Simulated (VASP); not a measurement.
Wanted: the native input for a VASP 6.6.1 run.

* Task: single point
* Functional: PBEsol
* Dispersion: D3(BJ)
* Potentials or basis: VASP PAW PBE potentials, release 64 (Nb_sv)
* Cutoff: 500 eV
* k mesh: 11 × 11 × 11
* Occupations: fermi-dirac, width 0.05 eV
* Spin: no spin polarisation
* Dipole correction: no
* Further INCAR settings: ALGO = Normal; EDIFF = 1e-06; NBANDS = 12

The structure of Nb lies in POSCAR:

```
Nb
1.0
   -1.6165244195      1.6165244195      1.6165244195
    1.6165244195     -1.6165244195      1.6165244195
    1.6165244195      1.6165244195     -1.6165244195
Nb
1
Direct
    0.0000000000      0.0000000000      0.0000000000
```

One way to write it, as run:

INCAR

```
SYSTEM = Nb
PREC     = Accurate       ! precision mode
ENCUT    = 500            ! plane-wave cutoff, eV
EDIFF    = 1E-6           ! SCF threshold, eV
ISMEAR   = -1             ! smearing method
SIGMA    = 0.05           ! smearing width, eV
LREAL    = .FALSE.        ! projectors in reciprocal space
LASPH    = .TRUE.         ! aspherical terms in the spheres
NELM     = 120            ! most SCF steps
ALGO     = Normal         ! electronic algorithm
ISIF     = 2              ! what is computed and relaxed
LWAVE    = .FALSE.        ! write WAVECAR
LCHARG   = .FALSE.        ! write CHGCAR
GGA      = PS             ! functional
IVDW     = 12             ! dispersion correction
NBANDS   = 12             ! bands
GGA_COMPAT= .FALSE.
```

KPOINTS

```
regular mesh
0
G
  11 11 11
  0 0 0
```

Potentials or basis: VASP PAW PBE potentials, release 64 (Nb_sv).

The run is started by

```bash
$ cat potpaw_PBE.64/Nb_sv/POTCAR > POTCAR
$ mpirun -np 1 vasp_std > vasp.out
```

It gave:

- Pressure: -0.3 GPa
- Band gap on the k mesh: zero (an odd number of electrons rules out a gap without spin polarisation)
- Dispersion energy per atom: -0.802 eV

Caveat: the PAW data sets were made with another functional, which shifts forces and pressure a little.

It took 6.2 s on 1 thread of Intel(R) Xeon(R) Platinum 8488C (Sapphire Rapids) (shared host), peak memory 0.14 GiB.
